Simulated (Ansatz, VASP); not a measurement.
**One calculation of Ti, two programs**

INCAR

```
PREC = Accurate
ENCUT = 520
EDIFF = 1E-6
ISMEAR = 0
SIGMA = 0.15
LREAL = False
LASPH = True
NELM = 100
ALGO = Fast
ISIF = 2
LWAVE = False
LCHARG = False
GGA = PE
NBANDS = 12
```

The input KPOINTS:

```
regular mesh
0
Gamma
  22 22 22
```

File POSCAR:

```
Ti
1.0
   -1.7975155382      1.7975155382      1.5480203815
    1.7975155382     -1.7975155382      1.5480203815
    1.7975155382      1.7975155382     -1.5480203815
Ti
1
Direct
    0.0000000000      0.0000000000      0.0000000000
```

Input for Ansatz:

```yaml
crystal:
  lattice:
    - [-1.7975155382, 1.7975155382, 1.5480203815]
    - [1.7975155382, -1.7975155382, 1.5480203815]
    - [1.7975155382, 1.7975155382, -1.5480203815]
  atoms:
    - { symbol: Ti, position: [0.0, 0.0, 0.0] }
basis:
  ecutwfc: 520.0
kpoints:
  mp_grid: { grid: [22, 22, 22] }
hamiltonian:
  xc: pbe
  pseudopotentials: { kind: paw, azcp: { folder: soft_1 } }
scf:
  occupations: { method: gaussian, width: 0.15 }
output:
  forces: true
  stress: true
  eigenvalues: true
  write_density: true
  write_potential: true
  elf: true
  volumetric_format: npy
```

Alike in both runs: task single point; functional PBE; k mesh 22 × 22 × 22; occupations gaussian, width 0.15 eV; no spin polarisation.

```csv
,VASP,Ansatz
version,VASP 6.6.1,Ansatz 0.2.0
potentials or method,"VASP PAW PBE potentials, release 64 (Ti_sv), cutoff 520 eV","scalar-relativistic, plane waves, PAW"
valence electrons in the cell,12,12
```

```csv
,VASP,Ansatz,Ansatz less VASP
gap on the k mesh at the Fermi level (eV),none,none,-
pressure (GPa),-12.1,-12.0,+0.10
"traceless stress, the component that is largest in VASP (GPa)",0.23,0.26,+0.028
```

A gap of «none» marks a metal or a gap that the smearing closes.
